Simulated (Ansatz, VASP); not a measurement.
# ZrB: VASP beside Ansatz

File INCAR:

```
SYSTEM = ZrB
PREC = Accurate
ENCUT = 520
EDIFF = 1E-6
ISMEAR = 0
SIGMA = 0.15
LREAL = .FALSE.
LASPH = .TRUE.
NELM = 60
ALGO = Normal
ISIF = 2
LWAVE = .FALSE.
LCHARG = .FALSE.
NBANDS = 14
```

The input KPOINTS:

```
Automatic mesh
0
G
  16 16 16
  0 0 0
```

The input POSCAR:

```
ZrB
1.0
    0.0000000000      2.4153850465      2.2383373226
    2.3591065749      0.0000000000      2.2383373226
    2.3591065749      2.4153850465      0.0000000000
Zr B
1 1
Direct
    0.0000000000      0.0000000000      0.0000000000
    0.5000000000      0.5000000000      0.5000000000
```

Input for Ansatz:

```yaml
crystal:
  lattice:
    - [0.0, 2.4153850465, 2.2383373226]
    - [2.3591065749, 0.0, 2.2383373226]
    - [2.3591065749, 2.4153850465, 0.0]
  atoms:
    - { symbol: Zr, position: [0.0, 0.0, 0.0] }
    - { symbol: B, position: [0.5, 0.5, 0.5] }
basis:
  ecutwfc: 520.0
kpoints:
  mp_grid: { grid: [16, 16, 16] }
hamiltonian:
  xc: lda
scf:
  occupations: { method: gaussian, width: 0.15 }
output:
  forces: true
  stress: true
  eigenvalues: true
```

Change from the starting cell: normal strain along x -0.0233, normal strain along z -0.0733.

Alike in both runs: task single point; functional LDA; k mesh 16 × 16 × 16; occupations gaussian, width 0.15 eV; no spin polarisation.

|  | VASP | Ansatz |
| --- | --- | --- |
| version | VASP 6.6.1 | Ansatz 0.2.0 |
| potentials or method | VASP PAW LDA potentials, release 64 (Zr_sv, B), cutoff 520 eV | scalar-relativistic, plane waves, PAW |
| valence electrons in the cell | 15 | 15 |

Ansatz gave:

- gap on the k mesh at the Fermi level (eV): none
- pressure (GPa): 22.4
- traceless stress, the component that is largest in VASP (GPa): 18.95

**Question.** Which values does VASP return?

**Answer.** gap on the k mesh at the Fermi level (eV): none; pressure (GPa): 22.8; traceless stress, the component that is largest in VASP (GPa): 18.95.

LDA's correlation is that of Perdew and Zunger in VASP and of Perdew and Wang (1992) in Ansatz. A gap of «none» marks a metal or a gap that the smearing closes.
